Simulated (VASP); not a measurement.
A run of VASP 6.6.1 is set up as follows.

The input INCAR:

```
PREC     = Accurate       # precision mode
ENCUT    = 600            # plane-wave cutoff, eV
EDIFF    = 1E-6           # SCF threshold, eV
ISMEAR   = 0              # smearing method
SIGMA    = 0.1            # smearing width, eV
LREAL    = False          # projectors in reciprocal space
LASPH    = True           # aspherical terms in the spheres
NELM     = 60             # most SCF steps
ALGO     = Normal         # electronic algorithm
ISIF     = 3              # what is computed and relaxed
LWAVE    = False          # write WAVECAR
LCHARG   = False          # write CHGCAR
GGA      = PE             # functional
IBRION   = 2              # ionic algorithm
NSW      = 90             # ionic steps
EDIFFG   = -0.04          # ionic threshold
```

The input KPOINTS:

```
Automatic mesh
0
Gamma
  4 4 4
```

File POSCAR:

```
SrY3
1.0
    4.7939590807      0.0000000000      0.0000000000
    0.0000000000      4.7939590807      0.0000000000
    0.0000000000      0.0000000000      4.7939590807
Sr Y
1 3
Direct
    0.0000000000      0.0000000000      0.0000000000
    0.0000000000      0.5000000000      0.5000000000
    0.5000000000      0.0000000000      0.5000000000
    0.5000000000      0.5000000000      0.0000000000
```

Potentials or basis: VASP PAW PBE potentials, release 64 (Sr_sv, Y_sv).

Run with:

```sh
$ cat potpaw_PBE.64/Sr_sv/POTCAR potpaw_PBE.64/Y_sv/POTCAR > POTCAR
$ mpirun -np 1 vasp_std > vasp.out
```

Predict the relaxed cell.

a = 5.241 Å, b = 5.241 Å, c = 5.241 Å, α = 90.00°, β = 90.00°, γ = 90.00°.

Predict the relaxed volume.

35.98 Å³/atom.

Final structure:
```cif
data_structure
_symmetry_space_group_name_H-M 'P 1'
_symmetry_Int_Tables_number 1
_cell_length_a 5.2405
_cell_length_b 5.2405
_cell_length_c 5.2405
_cell_angle_alpha 90.000
_cell_angle_beta 90.000
_cell_angle_gamma 90.000
_cell_volume 143.92
loop_
_atom_site_label
_atom_site_type_symbol
_atom_site_fract_x
_atom_site_fract_y
_atom_site_fract_z
_atom_site_occupancy
Sr1 Sr 0.00000 0.00000 0.00000 1
Y1 Y 0.00000 0.50000 0.50000 1
Y2 Y 0.50000 0.00000 0.50000 1
Y3 Y 0.50000 0.50000 0.00000 1
```

Caveat: the volume moved by over 15 % at a fixed basis, so the end points are rough.
